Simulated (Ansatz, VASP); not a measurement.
## InP: VASP beside Ansatz

```
CELL_PARAMETERS angstrom
4.15650 0.00000 0.00000
0.00000 5.87818 0.00000
0.00000 0.00000 19.15650
ATOMIC_POSITIONS crystal
In 0.50000 0.53518 0.40998
In 0.00000 0.95702 0.50001
In 0.50000 0.53516 0.59002
P 0.00000 0.75382 0.37963
P 0.50000 0.21503 0.49999
P 0.00000 0.75379 0.62037
```

Alike in both runs: functional PBEsol; k mesh 8 × 6 × 1; occupations gaussian, width 0.05 eV; no spin polarisation.

Ansatz relaxed the structure, and its values are those at the end. VASP's run is a single point on that final structure, the one shown.

|  | VASP | Ansatz |
| --- | --- | --- |
| version | VASP 6.6.1 | Ansatz 0.2.0 |
| potentials or method | VASP PAW PBE potentials, release 64 (In_d, P), cutoff 520 eV | scalar-relativistic, plane waves, PAW |
| valence electrons in the cell | 54 | 54 |

|  | VASP | Ansatz | Ansatz less VASP |
| --- | --- | --- | --- |
| gap on the k mesh at the Fermi level (eV) | 0.54 | 0.55 | +0.006 |
| least direct gap on the mesh (eV) | 1.06 | 1.05 | -0.008 |
| rms of the force components (eV/Å) | 0.003 | 0.002 | -0.0010 |

VASP's potentials were made for PBE, not for PBEsol. Ansatz's warnings: xc potential rough in thin density.
